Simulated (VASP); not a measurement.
# ZnO (P6_3mc) in VASP: a series of runs

ZnO is run at these levels: r2SCAN; tasks: single point.

Everything below comes from runs of VASP 6.6.1. Logs are shortened: lines on timing, memory, paths and dates and some standing lists are left out, and cuts for length are marked.

**1. The cell of the first run**

It takes space group P6_3mc (No. 186, hexagonal). The conventional cell has a = 3.268 Å, b = 3.268 Å, c = 5.158 Å, α = 90.00°, β = 90.00°, γ = 120.00°. Zn (site symmetry 3m) has 4 O at 1.98 to 1.99 Å within 2.6 Å. Within 2.6 Å of O (site symmetry 3m) lie 4 Zn at 1.98 to 1.99 Å.

**2. Single point, r2SCAN (in-plane strain +0.01, then relaxed in part)**

Input file POSCAR:

```
ZnO
1.0
    3.2675474112      0.0000000000      0.0000000000
   -1.6337737056      2.8297790662      0.0000000000
    0.0000000000      0.0000000000      5.1580292772
Zn O
2 2
Direct
    0.3333333333      0.6666666667      0.4970740949
    0.6666666667      0.3333333333     -0.0029259051
    0.6666666667      0.3333333333      0.3819359051
    0.3333333333      0.6666666667      0.8819359051
```

Input file INCAR.step1:

```
SYSTEM = ZnO
PREC = Accurate
ENCUT = 520
ISMEAR = 0
SIGMA = 0.01
LREAL = .FALSE.
LASPH = .TRUE.
NELM = 100
NBANDS = 26
GGA = PE
ALGO = Normal
EDIFF = 1E-4
LWAVE = .TRUE.
LCHARG = .FALSE.
```

Input file INCAR.step2:

```
SYSTEM = ZnO
PREC = Accurate
ENCUT = 520
EDIFF = 1E-7
ISMEAR = 0
SIGMA = 0.01
LREAL = .FALSE.
LASPH = .TRUE.
NELM = 100
ALGO = Normal
ISIF = 2
LWAVE = .FALSE.
LCHARG = .FALSE.
METAGGA = R2SCAN
LMIXTAU = .TRUE.
NBANDS = 26
ISTART = 1
```

Input file KPOINTS:

```
Automatic mesh
0
G
  8 8 4
  0 0 0
```

Potentials or basis: VASP PAW PBE potentials, release 64 (Zn, O).

Launch:

```bash
$ cat potpaw_PBE.64/Zn/POTCAR potpaw_PBE.64/O/POTCAR > POTCAR
$ cp INCAR.step1 INCAR
$ mpirun -np 1 vasp_std > vasp.out
$ cp INCAR.step2 INCAR
$ mpirun -np 1 vasp_std > vasp.out
```

OUTCAR:

```text
SYSTEM = ZnO
   PREC = Accurate
   ENCUT = 520
   EDIFF = 1E-7
   ISMEAR = 0
   LREAL = .FALSE.
   LASPH = .TRUE.
   NELM = 100
   ISIF = 2
   METAGGA = R2SCAN
   ISTART = 1

 ion  position               nearest neighbor table
   1  0.333  0.667  0.497-   3 1.98   3 1.98   3 1.98   4 1.99
   2  0.667  0.333  0.997-   4 1.98   4 1.98   4 1.98   3 1.99
   3  0.667  0.333  0.382-   1 1.98   1 1.98   1 1.98   2 1.99
   4  0.333  0.667  0.882-   2 1.98   2 1.98   2 1.98   1 1.99

  LATTYP: Found a hexagonal cell.
 ALAT       =     3.2675474112
 C/A-ratio  =     1.5785629489

  Lattice vectors:

 A1 = (   3.2675474112,   0.0000000000,   0.0000000000)
 A2 = (  -1.6337737056,   2.8297790662,   0.0000000000)
 A3 = (   0.0000000000,   0.0000000000,   5.1580292772)

Analysis of symmetry for initial positions (statically):
=====================================================================
 Subroutine PRICEL returns:
 Original cell was already a primitive cell.

 Routine SETGRP: Setting up the symmetry group for a
 hexagonal supercell.

 Subroutine GETGRP returns: Found 12 space group operations
 (whereof  6 operations were pure point group operations)
 out of a pool of 24 trial point group operations.

The static configuration has the point symmetry C_3v.
 The point group associated with its full space group is C_6v.

Analysis of symmetry for dynamics (positions and initial velocities):
=====================================================================
 Subroutine PRICEL returns:
 Original cell was already a primitive cell.

 Routine SETGRP: Setting up the symmetry group for a
 hexagonal supercell.

 Subroutine GETGRP returns: Found 12 space group operations
 (whereof  6 operations were pure point group operations)
 out of a pool of 24 trial point group operations.

The dynamic configuration has the point symmetry C_3v.
 The point group associated with its full space group is C_6v.

 Subroutine INISYM returns: Found 12 space group operations
 (whereof  6 operations are pure point group operations),
 and found     1 'primitive' translations

----------------------------------------------------------------------------------------

                                     Primitive cell

  volume of cell :      47.6934

  direct lattice vectors                    reciprocal lattice vectors
     3.267547411  0.000000000  0.000000000     0.306039936  0.176692239  0.000000000
    -1.633773706  2.829779066  0.000000000     0.000000000  0.353384479  0.000000000
     0.000000000  0.000000000  5.158029277     0.000000000  0.000000000  0.193872494

  length of vectors
     3.267547411  3.267547411  5.158029277     0.353384479  0.353384479  0.193872494

  position of ions in fractional coordinates (direct lattice)
     0.333333333  0.666666667  0.497074095
     0.666666667  0.333333333  0.997074095
     0.666666667  0.333333333  0.381935905
     0.333333333  0.666666667  0.881935905

  ion indices of the primitive-cell ions
   primitive index   ion index
                 1           1
                 2           2
                 3           3
                 4           4

----------------------------------------------------------------------------------------

 KPOINTS: Automatic mesh

Automatic generation of k-mesh.
 Grid dimensions read from file:
 generate k-points for:    8    8    4

 Generating k-lattice:

  Cartesian coordinates                     Fractional coordinates (reciprocal lattice)
     0.038254992  0.022086530  0.000000000     0.125000000  0.000000000  0.000000000
     0.000000000  0.044173060  0.000000000     0.000000000  0.125000000  0.000000000
     0.000000000  0.000000000  0.048468123     0.000000000  0.000000000  0.250000000

  Length of vectors
     0.044173060  0.044173060  0.048468123

  Shift w.r.t. Gamma in fractional coordinates (k-lattice)
     0.000000000  0.000000000  0.000000000

 Subroutine IBZKPT returns following result:
 ===========================================

 Found     30 irreducible k-points:

 Following reciprocal coordinates:
            Coordinates               Weight
  0.000000  0.000000  0.000000      1.000000
  0.125000  0.000000  0.000000      6.000000
  0.250000  0.000000  0.000000      6.000000
  0.375000  0.000000  0.000000      6.000000
  0.500000  0.000000  0.000000      3.000000
  0.125000  0.125000  0.000000      6.000000
[... 16 lines left out ...]
  0.250000  0.000000  0.500000      6.000000
  0.375000  0.000000  0.500000      6.000000
 [... further k-points ...]
   k-points           NKPTS =     30   k-points in BZ     NKDIM =     30   number of bands    NBANDS=     26
   number of dos      NEDOS =    301   number of ions     NIONS =      4
   total plane-waves  NPLWV =  23040
   dimension x,y,z NGX =    24 NGY =   24 NGZ =   40
   dimension x,y,z NGXF=    48 NGYF=   48 NGZF=   80
   ions per type =               2   2
   NGX,Y,Z   is equivalent  to a cutoff of  12.21, 12.21, 12.89 a.u.
   NGXF,Y,Z  is equivalent  to a cutoff of  24.42, 24.42, 25.78 a.u.
 SYSTEM =  ZnO
   PREC   = accura    normal or accurate (medium, high low for compatibility)
   ISTART =      1    job   : 0-new  1-cont  2-samecut
   ICHARG =      0    charge: 1-file 2-atom 10-const
   ISPIN  =      1    spin polarized calculation?
   LNONCOLLINEAR =      F non collinear calculations
   LSORBIT =      F    spin-orbit coupling
   LASPH  =      T    aspherical Exc in radial PAW
   ENCUT  =  520.0 eV  38.22 Ry    6.18 a.u.   6.08  6.08  9.59*2*pi/ulx,y,z
   NELM   =    100;   NELMIN=  2; NELMDL=  0     # of ELM steps
   EDIFF  = 0.1E-06   stopping-criterion for ELM
   LREAL  =      F    real-space projection
   EDIFFG = 0.1E-05   stopping-criterion for IOM
   NSW    =      0    number of steps for IOM
   IBRION =     -1    ionic relax: 0-MD 1-quasi-New 2-CG
   NFREE  =      0    steps in history (QN), initial steepest desc. (CG)
   ISIF   =      2    stress and relaxation
   ISYM   =      2    0-nonsym 1-usesym 2-fastsym
   POTIM  = 0.5000    time-step for ionic-motion
   TEBEG  =    0.0;   TEEND  =   0.0 temperature during run
   PSTRESS=    0.0 pullay stress
   NELECT =      36.0000    total number of electrons
   NUPDOWN=      -1.0000    fix difference up-down
   EMIN   =  10.00;   EMAX   =-10.00  energy-range for DOS
   EFERMI =   0.00;   METHOD = LEGACY
   ISMEAR =     0;   SIGMA  =   0.01  broadening in eV -4-tet -1-fermi 0-gaus
   EFERMI_NEDOS =   21; number of points for ismear=-14 and -15
   IALGO  =     38    algorithm
   IMIX   =      4    mixing-type and parameters
     AMIX     =   0.40;   BMIX     =  1.00
     AMIX_MAG =   1.60;   BMIX_MAG =  1.00
  volume/ion in A,a.u.               =      11.92        80.46
  Fermi-wavevector in a.u.,A,eV,Ry     =   1.490583  2.816794 30.229949  2.221839
  Thomas-Fermi vector in A             =   2.603347
   LORBIT       =      0    0 simple, 1 ext, 2 COOP (PROOUT), +10 PAW based schemes
   METAGGA = R2SCAN    functional components
   LHFCALC =     F    Hartree Fock is set to
   AEXX    =    0.0000 exact exchange contribution
   IVDW    =     0    specifies the selected vdW correction
   LEPSILON=     F    determine dielectric tensor
   LRPA    =     F    only Hartree local field effects (RPA)
 non-spin polarized calculation
 Gauss-broadening in eV      SIGMA  =   0.01
  energy-cutoff  :      520.00
  volume of cell :       47.69
 maximum number of plane-waves:      1304
   NGX = 13   NGY = 13   NGZ = 19

 number of electron      36.0000039 magnetization

 Free energy of the ion-electron system (eV)
  ---------------------------------------------------
  ext. energy  EPLUGINS =         0.00000000
  ---------------------------------------------------
  free energy    TOTEN  =       -36.31327175 eV

  energy without entropy =      -36.31327175  energy(sigma->0) =      -36.31327175

 E-fermi :   0.8983     XC(G=0): -11.6496

 val. band max:        0.8180843077   @ k =   0.0000   0.0000   0.0000
 cond. band min:       2.0599909560   @ k =   0.0000   0.0000   0.0000
 fundamental gap:      1.2419066483
 Fermi energy:         0.8983101130

 k-point     1 :       0.0000    0.0000    0.0000
  band No.  band energies     occupation
      1     -18.2320      2.00000
      2     -17.5229      2.00000
      3      -4.9888      2.00000
      4      -4.9887      2.00000
      5      -4.8627      2.00000
      6      -4.7961      2.00000
[... 18 lines left out ...]
     25      15.7216      0.00000
     26      16.0807      0.00000

 k-point     2 :       0.1250    0.0000    0.0000
  band No.  band energies     occupation
      1     -18.1531      2.00000
      2     -17.4904      2.00000
      3      -5.0715      2.00000
      4      -4.9354      2.00000
      5      -4.8327      2.00000
      6      -4.7909      2.00000
[... 18 lines left out ...]
     25      15.9290      0.00000
     26      16.1091      0.00000

 k-point     3 :       0.2500    0.0000    0.0000
  band No.  band energies     occupation
      1     -17.9490      2.00000
      2     -17.4191      2.00000
      3      -5.2115      2.00000
      4      -4.8694      2.00000
      5      -4.8151      2.00000
      6      -4.6540      2.00000
[... 18 lines left out ...]
     25      14.9340      0.00000
     26      15.8448      0.00000

 k-point     4 :       0.3750    0.0000    0.0000
  band No.  band energies     occupation
      1     -17.7133      2.00000
      2     -17.3709      2.00000
      3      -5.2364      2.00000
      4      -4.9126      2.00000
      5      -4.7172      2.00000
      6      -4.4579      2.00000
[... 18 lines left out ...]
     25      15.0013      0.00000
     26      15.7598      0.00000

 k-point     5 :       0.5000    0.0000    0.0000
  band No.  band energies     occupation
      1     -17.5917      2.00000
      2     -17.3723      2.00000
      3      -5.1705      2.00000
      4      -4.9515      2.00000
      5      -4.6857      2.00000
      6      -4.3283      2.00000
[... 18 lines left out ...]
     25      14.8552      0.00000
     26      15.8946      0.00000

 k-point     6 :       0.1250    0.1250    0.0000
  band No.  band energies     occupation
      1     -18.0112      2.00000
      2     -17.4385      2.00000
      3      -5.1425      2.00000
      4      -4.9237      2.00000
      5      -4.7814      2.00000
      6      -4.7563      2.00000
[... 427 lines left out ...]
 k-point    21 :       0.0000    0.0000    0.5000
  band No.  band energies     occupation
      1     -17.8854      2.00000
      2     -17.8854      2.00000
      3      -5.1200      2.00000
      4      -5.1200      2.00000
      5      -4.9199      2.00000
      6      -4.9199      2.00000
[... 18 lines left out ...]
     25      14.6041      0.00000
     26      14.6041      0.00000

 k-point    22 :       0.1250    0.0000    0.5000
  band No.  band energies     occupation
      1     -17.8270      2.00000
      2     -17.8270      2.00000
      3      -5.1913      2.00000
      4      -5.1913      2.00000
      5      -4.8569      2.00000
      6      -4.8569      2.00000
[... 18 lines left out ...]
     25      14.7727      0.00000
     26      14.7727      0.00000

 k-point    23 :       0.2500    0.0000    0.5000
  band No.  band energies     occupation
      1     -17.6834      2.00000
      2     -17.6834      2.00000
      3      -5.2971      2.00000
      4      -5.2971      2.00000
      5      -4.6982      2.00000
      6      -4.6982      2.00000
[... 18 lines left out ...]
     25      15.0930      0.00000
     26      15.0930      0.00000

 k-point    24 :       0.3750    0.0000    0.5000
  band No.  band energies     occupation
      1     -17.5352      2.00000
      2     -17.5352      2.00000
      3      -5.3453      2.00000
      4      -5.3453      2.00000
      5      -4.5326      2.00000
      6      -4.5326      2.00000
[... 18 lines left out ...]
     25      15.2888      0.00000
     26      15.2888      0.00000

 [... further k-points ...]
[... 5 lines left out ...]
  --------------------------------------------------------------------------------------
  -------------------------------------------------------------------------------------
  Total       -0.3721584     -0.3721584      0.3406346      0.0000000     -0.0000000      0.0000000
  in kB      -12.5020208    -12.5020208     11.4430334      0.0000000     -0.0000000      0.0000000
  external PRESSURE =      -4.5203360 kB  Pullay stress =       0.0000000 kB

 VOLUME and BASIS-vectors are now :
 -----------------------------------------------------------------------------
  energy-cutoff  :      520.00
  volume of cell :       47.69
      direct lattice vectors                 reciprocal lattice vectors
     3.267547411  0.000000000  0.000000000     0.306039936  0.176692239  0.000000000
    -1.633773706  2.829779066  0.000000000     0.000000000  0.353384479  0.000000000
     0.000000000  0.000000000  5.158029277     0.000000000  0.000000000  0.193872494

 POSITION                                       TOTAL-FORCE (eV/Angst)
 -----------------------------------------------------------------------------------
     -0.00000      1.88652      2.56392        -0.000000      0.000000     -0.010414
      1.63377      0.94326      5.14294         0.000000      0.000000     -0.010414
      1.63377      0.94326      1.97004        -0.000000     -0.000000      0.010414
     -0.00000      1.88652      4.54905        -0.000000      0.000000      0.010414
 -----------------------------------------------------------------------------------
    total drift:                                0.000001      0.000001     -0.050292

  FREE ENERGIE OF THE ION-ELECTRON SYSTEM (eV)
  ---------------------------------------------------
  free  energy   TOTEN  =       -36.3132717465 eV

  energy  without entropy=      -36.3132717465  energy(sigma->0) =      -36.31327175
```

Run time: 1.7 min. Hardware: 1 thread of Intel Xeon 6975P-C, shared host; peak memory 0.18 GiB.

What came out:

```yaml
Free_energy: -36.3133 eV
Pressure: -0.5 GPa
Largest_force: 0.010 eV/Å
Band_gap_on_the_k_mesh: 1.24 eV, direct
```

Forces on the atoms (eV/Å):
```
Zn   0.000  0.000 -0.010
Zn   0.000  0.000 -0.010
O    0.000  0.000  0.010
O    0.000  0.000  0.010
```

Levels at points of the mesh, in eV from the valence-band top:
```tsv
k point	band 15	band 16	band 17	band 18	band 19	band 20	band 21	band 22
(0.00, 0.00, 0.00)	-0.81	-0.09	0.00	0.00	1.24	5.76	8.98	13.49
(0.50, 0.00, 0.00)	-2.81	-2.34	-1.25	-0.89	6.38	7.32	8.24	9.14
(0.00, 0.00, 0.50)	-0.40	-0.40	-0.40	-0.40	3.95	3.95	10.91	10.91
(0.50, 0.00, 0.50)	-1.57	-1.57	-1.31	-1.31	6.28	6.28	9.12	9.12
```

Caveat: the cell differs from its parent crystal (in-plane strain +0.01, then relaxed in part); the PAW data sets were made with another functional, which shifts forces and pressure a little.

**3. Single point, r2SCAN (film at in-plane strain +0.01)**

POSCAR is that of step 2.

Input file INCAR.step1:

```
PREC = Accurate ; ENCUT = 520
ISMEAR = 0 ; SIGMA = 0.01
LREAL = False ; LASPH = True
NELM = 100 ; NBANDS = 26
GGA = PE ; ALGO = Normal
EDIFF = 1E-4 ; LWAVE = True
LCHARG = False
```

Input file INCAR.step2:

```
PREC = Accurate ; ENCUT = 520
EDIFF = 1E-6 ; ISMEAR = 0
SIGMA = 0.01 ; LREAL = False
LASPH = True ; NELM = 100
ALGO = Normal ; ISIF = 2
LWAVE = False ; LCHARG = False
METAGGA = R2SCAN ; LMIXTAU = True
NBANDS = 26 ; ISTART = 1
```

Input file KPOINTS:

```
Automatic mesh
0
Gamma
  8 8 4
```

Potentials or basis: VASP PAW PBE potentials, release 64 (Zn, O).

Launch:

```bash
$ cat potpaw_PBE.64/Zn/POTCAR potpaw_PBE.64/O/POTCAR > POTCAR
$ cp INCAR.step1 INCAR
$ mpirun -np 1 vasp_std > vasp.out
$ cp INCAR.step2 INCAR
$ mpirun -np 1 vasp_std > vasp.out
```

Run time: 79 s. Hardware: 1 thread of Intel Xeon 6975P-C, shared host; peak memory 0.18 GiB.

Results (log left out):

```yaml
Free_energy: -36.3133 eV
Pressure: -0.5 GPa
Largest_force: 0.010 eV/Å
Band_gap_on_the_k_mesh: 1.24 eV, direct
```

Forces in eV/Å, atoms in the order of the input:
```
Zn   0.000  0.000 -0.010
Zn   0.000  0.000 -0.010
O    0.000  0.000  0.010
O    0.000  0.000  0.010
```

Stress tensor (GPa, compression positive):
```
-1.25  0.00  0.00
 0.00 -1.25  0.00
 0.00  0.00  1.14
```

Levels at points of the mesh, in eV from the valence-band top:
```csv
k point,band 14,band 15,band 16,band 17,band 18,band 19,band 20,band 21,band 22,band 23
"(0.00, 0.00, 0.00)",-0.81,-0.81,-0.09,0.00,0.00,1.24,5.76,8.98,13.49,13.49
"(0.50, 0.00, 0.00)",-3.60,-2.81,-2.34,-1.25,-0.89,6.38,7.32,8.24,9.14,11.46
"(0.00, 0.00, 0.50)",-2.18,-0.40,-0.40,-0.40,-0.40,3.95,3.95,10.91,10.91,13.79
"(0.50, 0.00, 0.50)",-3.76,-1.57,-1.57,-1.31,-1.31,6.28,6.28,9.12,9.12,11.95
```

Caveat: the cell differs from its parent crystal (film at in-plane strain +0.01); the PAW data sets were made with another functional, which shifts forces and pressure a little.
